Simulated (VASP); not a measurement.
Runs of VASP 6.6.1 on Ag. The structure is that of space group Fd-3m (No. 227), or close to it. The cells are those of the table. 

```csv
task,cell,k mesh,cutoff (eV),gap on the mesh (eV),pressure (GPa)
single point,"a = 4.508 Å, angles 60.0°, 2 atoms",14 × 14 × 14,520,none,0.1
relaxation of cell and atoms,"relaxed from a = 4.023 Å, angles 60.0°, 2 atoms",10 × 10 × 10,600,none,0.0
single point,"a = 4.508 Å, angles 60.0°, 2 atoms",10 × 10 × 10,520,none,0.1
single point,"a = 4.626 Å, angles 60.0°, 2 atoms",10 × 10 × 10,520,none,-1.4
single point,"a = 4.385 Å, angles 60.0°, 2 atoms",10 × 10 × 10,520,none,2.6
single point,"a = 4.568 Å, angles 60.0°, 2 atoms",10 × 10 × 10,520,none,-0.8
single point,"a = 4.447 Å, angles 60.0°, 2 atoms",10 × 10 × 10,520,none,1.2
single point,"a = 4.320 Å, angles 60.0°, 2 atoms",10 × 10 × 10,520,none,(a)
single point,"a = 4.682 Å, angles 60.0°, 2 atoms",10 × 10 × 10,520,none,(b)
```

Alike in all rows: level BLYP; potentials or basis VASP PAW PBE potentials, release 64 (Ag); no spin polarisation; smearing fermi-dirac 0.1 eV.

Problem. Fill in the values left out.

Solution. (a) 4.5; (b) -1.9.

Caveats: the PAW data sets were made with another functional, which shifts forces and pressure a little.

A k mesh can miss the band edges, and the runs leave out spin-orbit coupling on Ag.

A gap of «none» marks levels without a gap at the run's occupations.
